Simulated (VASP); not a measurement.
Write the native input for VASP 6.6.1 that does the following.

```yaml
Task: relaxation of cell and atoms
Functional: LDA
Potentials_or_basis: VASP PAW LDA potentials, release 64 (Mg, O)
Cutoff: 600 eV
k_mesh: 10 × 10 × 10
Occupations: gaussian, width 0.02 eV
Spin: no spin polarisation
Dipole_correction: no
Further_INCAR_settings: ALGO = Normal; EDIFF = 1e-07; IBRION = 2; EDIFFG = -0.002; NSW = 100; ISIF = 3
```

The structure of MgO (lda) lies in POSCAR:

```
MgO
1.0
    0.0000000000      2.1050000000      2.1050000000
    2.1050000000      0.0000000000      2.1050000000
    2.1050000000      2.1050000000      0.0000000000
Mg O
1 1
Direct
    0.0000000000      0.0000000000      0.0000000000
    0.5000000000      0.5000000000      0.5000000000
```

One way to write it, as run:

INCAR

```
ALGO = Normal
EDIFF = 1E-7
EDIFFG = -0.002
ENCUT = 600
GGA = CA
GGA_COMPAT = False
IBRION = 2
ISIF = 3
ISMEAR = 0
LASPH = True
LCHARG = False
LREAL = False
LWAVE = False
NELM = 120
NELMIN = 4
NSW = 100
PREC = Accurate
SIGMA = 0.02
```

KPOINTS

```
k-points
0
Gamma
  10 10 10
```

Potentials or basis: VASP PAW LDA potentials, release 64 (Mg, O).

The run is started by

```sh
$ cat potpaw_LDA.64/Mg/POTCAR potpaw_LDA.64/O/POTCAR > POTCAR
$ mpirun -np 1 vasp_std > vasp.out
```

Results of the run:

```json
{"Relaxed volume": "8.89 Å³/atom", "Relaxed cell": "a = 2.930 Å, b = 2.930 Å, c = 2.930 Å, α = 60.00°, β = 60.00°, γ = 60.00°", "Space group after relaxing (to 0.05 Å)": "Fm-3m (No. 225)", "Energy gained by relaxing": "11.0 meV/atom", "Ionic steps": "3", "Pressure after relaxing": "0.0 GPa", "Band gap on the k mesh": "5.15 eV, direct"}
```

It took 9.2 s on 1 thread of Intel Xeon 6975P-C (shared host), peak memory 0.14 GiB.
